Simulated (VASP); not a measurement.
# MgO (Cm) in VASP: further runs, part 2 of 2

VASP 6.6.1.

## (4) Single point, PBEsol (mode 4 frozen in at -0.162 Å and mode 5 at -0.081 Å (largest displacements))

File INCAR:

```
SYSTEM = MgO
PREC = Accurate
ENCUT = 520
EDIFF = 1E-6
ISMEAR = 0
SIGMA = 0.05
LREAL = .FALSE.
LASPH = .TRUE.
NELM = 100
ALGO = Normal
ISIF = 2
LWAVE = .FALSE.
LCHARG = .FALSE.
GGA = PS
NBANDS = 11
```

File KPOINTS:

```
regular mesh
0
G
  10 10 10
  0 0 0
```

File POSCAR:

```
MgO
1.0
    0.0000000000      2.1075959641      2.1075959641
    2.1075959641      0.0000000000      2.1075959641
    2.1075959641      2.1075959641      0.0000000000
Mg O
1 1
Direct
   -0.0126180202      0.0126180202      0.0378540607
    0.5191687594      0.4808312406      0.4424937217
```

Potentials or basis: VASP PAW PBE potentials, release 64 (Mg, O).

Launch:

```console
cat potpaw_PBE.64/Mg/POTCAR potpaw_PBE.64/O/POTCAR > POTCAR
mpirun -np 1 vasp_std > vasp.out
```

OUTCAR:

```text
SYSTEM = MgO
   PREC = Accurate
   ENCUT = 520
   EDIFF = 1E-6
   ISMEAR = 0
   LREAL = .FALSE.
   LASPH = .TRUE.
   NELM = 100
   ISIF = 2
   GGA = PS

 ion  position               nearest neighbor table
   1  0.987  0.013  0.038-   2 1.84   2 1.99   2 2.13   2 2.13   2 2.26   2 2.38
   2  0.519  0.481  0.442-   1 1.84   1 1.99   1 2.13   1 2.13   1 2.26   1 2.38

  LATTYP: Found a face centered cubic cell.
 ALAT       =     4.2151919282

  Lattice vectors:

 A1 = (   0.0000000000,   2.1075959641,   2.1075959641)
 A2 = (   2.1075959641,   0.0000000000,   2.1075959641)
 A3 = (   2.1075959641,   2.1075959641,   0.0000000000)

Analysis of symmetry for initial positions (statically):
=====================================================================
 Subroutine PRICEL returns:
 Original cell was already a primitive cell.

 Routine SETGRP: Setting up the symmetry group for a
 face centered cubic supercell.

 Subroutine GETGRP returns: Found  2 space group operations
 (whereof  2 operations were pure point group operations)
 out of a pool of 48 trial point group operations.

The static configuration has the point symmetry C_1h.

Analysis of symmetry for dynamics (positions and initial velocities):
=====================================================================
 Subroutine PRICEL returns:
 Original cell was already a primitive cell.

 Routine SETGRP: Setting up the symmetry group for a
 face centered cubic supercell.

 Subroutine GETGRP returns: Found  2 space group operations
 (whereof  2 operations were pure point group operations)
 out of a pool of 48 trial point group operations.

The dynamic configuration has the point symmetry C_1h.

 Subroutine INISYM returns: Found  2 space group operations
 (whereof  2 operations are pure point group operations),
 and found     1 'primitive' translations

----------------------------------------------------------------------------------------

                                     Primitive cell

  volume of cell :      18.7237

  direct lattice vectors                    reciprocal lattice vectors
     0.000000000  2.107595964  2.107595964    -0.237237122  0.237237122  0.237237122
     2.107595964  0.000000000  2.107595964     0.237237122 -0.237237122  0.237237122
     2.107595964  2.107595964  0.000000000     0.237237122  0.237237122 -0.237237122

  length of vectors
     2.980590796  2.980590796  2.980590796     0.410906748  0.410906748  0.410906748

  position of ions in fractional coordinates (direct lattice)
     0.987381980  0.012618020  0.037854061
     0.519168759  0.480831241  0.442493722

  ion indices of the primitive-cell ions
   primitive index   ion index
                 1           1
                 2           2

----------------------------------------------------------------------------------------

 KPOINTS: regular mesh

Automatic generation of k-mesh.
 Grid dimensions read from file:
 generate k-points for:   10   10   10

 Generating k-lattice:

  Cartesian coordinates                     Fractional coordinates (reciprocal lattice)
    -0.023723712  0.023723712  0.023723712     0.100000000  0.000000000  0.000000000
[... 39 lines left out ...]
  0.100000  0.100000 -0.200000      4.000000
 [... further k-points ...]
   k-points           NKPTS =    282   k-points in BZ     NKDIM =    282   number of bands    NBANDS=     11
   number of dos      NEDOS =    301   number of ions     NIONS =      2
   total plane-waves  NPLWV =  13824
   dimension x,y,z NGX =    24 NGY =   24 NGZ =   24
   dimension x,y,z NGXF=    48 NGYF=   48 NGZF=   48
   ions per type =               1   1
   NGX,Y,Z   is equivalent  to a cutoff of  13.39, 13.39, 13.39 a.u.
   NGXF,Y,Z  is equivalent  to a cutoff of  26.77, 26.77, 26.77 a.u.
 SYSTEM =  MgO
   PREC   = accura    normal or accurate (medium, high low for compatibility)
   ISTART =      0    job   : 0-new  1-cont  2-samecut
   ICHARG =      2    charge: 1-file 2-atom 10-const
   ISPIN  =      1    spin polarized calculation?
   LNONCOLLINEAR =      F non collinear calculations
   LSORBIT =      F    spin-orbit coupling
   LASPH  =      T    aspherical Exc in radial PAW
   ENCUT  =  520.0 eV  38.22 Ry    6.18 a.u.   5.54  5.54  5.54*2*pi/ulx,y,z
   NELM   =    100;   NELMIN=  2; NELMDL= -5     # of ELM steps
   EDIFF  = 0.1E-05   stopping-criterion for ELM
   LREAL  =      F    real-space projection
   EDIFFG = 0.1E-04   stopping-criterion for IOM
   NSW    =      0    number of steps for IOM
   IBRION =     -1    ionic relax: 0-MD 1-quasi-New 2-CG
   NFREE  =      0    steps in history (QN), initial steepest desc. (CG)
   ISIF   =      2    stress and relaxation
   ISYM   =      2    0-nonsym 1-usesym 2-fastsym
   POTIM  = 0.5000    time-step for ionic-motion
   TEBEG  =    0.0;   TEEND  =   0.0 temperature during run
   PSTRESS=    0.0 pullay stress
   NELECT =       8.0000    total number of electrons
   NUPDOWN=      -1.0000    fix difference up-down
   EMIN   =  10.00;   EMAX   =-10.00  energy-range for DOS
   EFERMI =   0.00;   METHOD = LEGACY
   ISMEAR =     0;   SIGMA  =   0.05  broadening in eV -4-tet -1-fermi 0-gaus
   EFERMI_NEDOS =   21; number of points for ismear=-14 and -15
   IALGO  =     38    algorithm
   IMIX   =      4    mixing-type and parameters
     AMIX     =   0.40;   BMIX     =  1.00
     AMIX_MAG =   1.60;   BMIX_MAG =  1.00
  volume/ion in A,a.u.               =       9.36        63.18
  Fermi-wavevector in a.u.,A,eV,Ry     =   1.233031  2.330091 20.685841  1.520366
  Thomas-Fermi vector in A             =   2.367778
   LORBIT       =      0    0 simple, 1 ext, 2 COOP (PROOUT), +10 PAW based schemes
   GGA     = PS    functional components
   LHFCALC =     F    Hartree Fock is set to
   AEXX    =    0.0000 exact exchange contribution
   IVDW    =     0    specifies the selected vdW correction
   LEPSILON=     F    determine dielectric tensor
   LRPA    =     F    only Hartree local field effects (RPA)
 non-spin polarized calculation
 Gauss-broadening in eV      SIGMA  =   0.05
  energy-cutoff  :      520.00
  volume of cell :       18.72
 maximum number of plane-waves:       531
 NGX is ok and might be reduce to    24
   NGX = 11   NGY = 11   NGZ = 11

 number of electron       8.0000002 magnetization

 Free energy of the ion-electron system (eV)
  ---------------------------------------------------
  ext. energy  EPLUGINS =         0.00000000
  ---------------------------------------------------
  free energy    TOTEN  =       -12.23151807 eV

  energy without entropy =      -12.23151807  energy(sigma->0) =      -12.23151807

 E-fermi :   3.2308     XC(G=0): -11.2661

 val. band max:        2.9733048137   @ k =   0.0000   0.0000   0.0000
 cond. band min:       7.5545231918   @ k =   0.0000   0.0000   0.0000
 fundamental gap:      4.5812183781
 Fermi energy:         3.2308428767

 k-point     1 :       0.0000    0.0000    0.0000
  band No.  band energies     occupation
      1     -14.1836      2.00000
      2       2.8510      2.00000
      3       2.9694      2.00000
      4       2.9733      2.00000
      5       7.5545      0.00000
      6      18.6896      0.00000
      7      19.0288      0.00000
      8      19.1417      0.00000
      9      22.2972      0.00000
     10      24.4730      0.00000
     11      24.6253      0.00000
[... 309 lines left out ...]
 k-point    24 :       0.1000    0.1000   -0.2000
  band No.  band energies     occupation
      1     -13.4629      2.00000
      2       0.0645      2.00000
      3       2.3603      2.00000
      4       2.4814      2.00000
      5      10.5380      0.00000
      6      15.0175      0.00000
      7      18.7452      0.00000
      8      19.6199      0.00000
      9      22.3105      0.00000
     10      24.9897      0.00000
     11      26.1618      0.00000

 [... further k-points ...]

------------------------ aborting loop because EDIFF is reached ----------------------------------------

  FORCE on cell =-STRESS in cart. coord.  units (eV):
  Direction    XX          YY          ZZ          XY          YZ          ZX
  --------------------------------------------------------------------------------------
  -------------------------------------------------------------------------------------
  Total        2.8858027      0.4086501     -0.2892037     -0.3366085      0.0000000      0.0000000
  in kB      246.9364199     34.9679429    -24.7469865    -28.8033896      0.0000000      0.0000000
  external PRESSURE =      85.7191254 kB  Pullay stress =       0.0000000 kB

 VOLUME and BASIS-vectors are now :
 -----------------------------------------------------------------------------
  energy-cutoff  :      520.00
  volume of cell :       18.72
      direct lattice vectors                 reciprocal lattice vectors
     0.000000000  2.107595964  2.107595964    -0.237237122  0.237237122  0.237237122
     2.107595964  0.000000000  2.107595964     0.237237122 -0.237237122  0.237237122
     2.107595964  2.107595964  0.000000000     0.237237122  0.237237122 -0.237237122

 POSITION                                       TOTAL-FORCE (eV/Angst)
 -----------------------------------------------------------------------------------
      0.10637      2.16078      2.10760        -2.116373     -0.576388      0.000000
      1.94600      2.02680      2.10760         2.116373      0.576388      0.000000
 -----------------------------------------------------------------------------------
    total drift:                               -0.000276     -0.000107      0.000001

  FREE ENERGIE OF THE ION-ELECTRON SYSTEM (eV)
  ---------------------------------------------------
  free  energy   TOTEN  =       -12.2315180666 eV

  energy  without entropy=      -12.2315180666  energy(sigma->0) =      -12.23151807
```

Run time: 26 s. Hardware: 1 thread of Intel Xeon Platinum 8559C (Emerald Rapids), shared host; peak memory 0.18 GiB.

What came out:

* Free energy: -12.2315 eV
* Pressure: 8.6 GPa
* Largest force: 2.193 eV/Å
* Band gap on the k mesh: 4.58 eV, direct

Forces on the atoms (eV/Å):
```
Mg  -2.116 -0.576  0.000
O    2.116  0.576  0.000
```

Stress tensor (GPa, compression positive):
```
24.69 -2.88  0.00
-2.88  3.50  0.00
 0.00  0.00 -2.47
```

Levels at points of the mesh, in eV from the valence-band top:
```csv
k point,band 1,band 2,band 3,band 4,band 5,band 6,band 7,band 8,band 9
"(0.00, 0.00, 0.00)",-17.16,-0.12,0.00,0.00,4.58,15.72,16.06,16.17,19.32
"(0.50, 0.00, 0.00)",-15.88,-4.60,-0.62,-0.52,7.72,12.07,16.05,16.53,20.43
"(0.00, 0.00, 0.50)",-15.88,-4.59,-0.72,-0.59,7.88,12.25,16.13,16.41,20.60
"(0.50, 0.50, 0.00)",-15.60,-4.07,-1.42,-1.31,9.20,9.54,13.05,18.60,19.53
"(0.00, 0.50, 0.50)",-15.62,-3.98,-1.32,-1.31,9.06,9.36,13.05,18.89,19.09
"(0.50, 0.00, 0.50)",-15.61,-4.05,-1.38,-1.31,9.21,9.44,13.05,18.75,19.32
```

Caveat: the cell differs from its parent crystal (mode 4 frozen in at -0.162 Å and mode 5 at -0.081 Å (largest displacements)); the PAW data sets were made with another functional, which shifts forces and pressure a little.
